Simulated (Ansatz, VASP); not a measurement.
One calculation of Ta2N, two programs

```
Ta N
1.0
     3.07826   -0.05387    0.00000
    -1.58578    2.69279    0.00000
     0.00000    0.00000    4.99277
Ta N
2 1
Direct
  0.66667 0.33333 0.74637
  0.33333 0.66667 0.25363
  0.00000 0.00000 0.00000
```

Change from the starting cell: engineering shear strain xy -0.0350, normal strain along z +0.0350.

Alike in both runs: task single point; functional PBEsol; k mesh 15 × 15 × 8; occupations gaussian, width 0.15 eV; no spin polarisation.

|  | VASP | Ansatz |
| --- | --- | --- |
| version | VASP 6.6.1 | Ansatz 0.2.0 |
| potentials or method | VASP PAW PBE potentials, release 64 (Ta_pv, N), cutoff 520 eV | scalar-relativistic, plane waves, PAW |
| valence electrons in the cell | 27 | 31 |

Ansatz gave:

- gap on the k mesh at the Fermi level (eV): none
- pressure (GPa): -9.3
- traceless stress, the component that is largest in VASP (GPa): 4.99
- rms of the force components (eV/Å): 0.041

**Question.** Estimate VASP's values.

**Answer.** gap on the k mesh at the Fermi level (eV): none; pressure (GPa): -8.8; traceless stress, the component that is largest in VASP (GPa): 5.01; rms of the force components (eV/Å): 0.061.

VASP's potentials were made for PBE, not for PBEsol, and Ansatz warns of the same on its side. Atom by atom the forces differ by 0.023 eV/Å (rms over components). A gap of «none» marks a metal or a gap that the smearing closes. The functional is the same, so the differences come from potentials, cutoffs and numerics. VASP's potentials hold 27 valence electrons a cell and Ansatz's 31, so a difference there can come from the potentials and not from the codes.

Neither program's run includes spin-orbit coupling.
